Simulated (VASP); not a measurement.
Wanted: the native input for a VASP 6.6.1 run.

* Task: single point
* Functional: PBE
* Potentials or basis: VASP PAW PBE potentials, release 64 (W_sv)
* Cutoff: 520 eV
* k mesh: 5 × 10 × 10
* Occupations: methfessel-paxton, width 0.0779 eV
* Spin: no spin polarisation
* Dipole correction: no
* Further INCAR settings: ALGO = Normal; EDIFF = 1e-06; NBANDS = 21

The structure of W lies in POSCAR:

```
W
1.0
   -3.1839902440      3.1839899647      3.1839899647
    1.5919951220     -1.5919954030      1.5919954030
    1.5919951220      1.5919954030     -1.5919954030
W
2
Direct
    0.0000000000      0.0000000000      0.0000000000
    0.5000000000      0.0000000000      0.0000000000
```

These files were run (other wordings do the same):

INCAR

```
SYSTEM = W
  PREC = Accurate
  ENCUT = 520
  EDIFF = 1E-6
  ISMEAR = 1
  SIGMA = 0.0779
  LREAL = .FALSE.
  LASPH = .TRUE.
  NELM = 100
  ALGO = Normal
  ISIF = 2
  LWAVE = .FALSE.
  LCHARG = .TRUE.
  GGA = PE
  LELF = .TRUE.
  LVHAR = .TRUE.
  NBANDS = 21
```

KPOINTS

```
Automatic mesh
0
G
  5 10 10
  0 0 0
```

Potentials or basis: VASP PAW PBE potentials, release 64 (W_sv).

Run with:

```sh
$ cat potpaw_PBE.64/W_sv/POTCAR > POTCAR
$ mpirun -np 1 vasp_std > vasp.out
```

Results of the run:

The pressure is 0.5 GPa and the band gap on the k mesh is zero (band 14 reaches 13.62 eV, above the bottom of band 15 at 10.19 eV).

Caveat: spin-orbit coupling is left out, which moves the levels of the heavy elements.

Wall time 43 s on 1 thread of Intel(R) Xeon(R) Platinum 8259CL CPU @ 2.50GHz (Skylake/Cascade Lake) (shared host), peak memory 0.19 GiB.
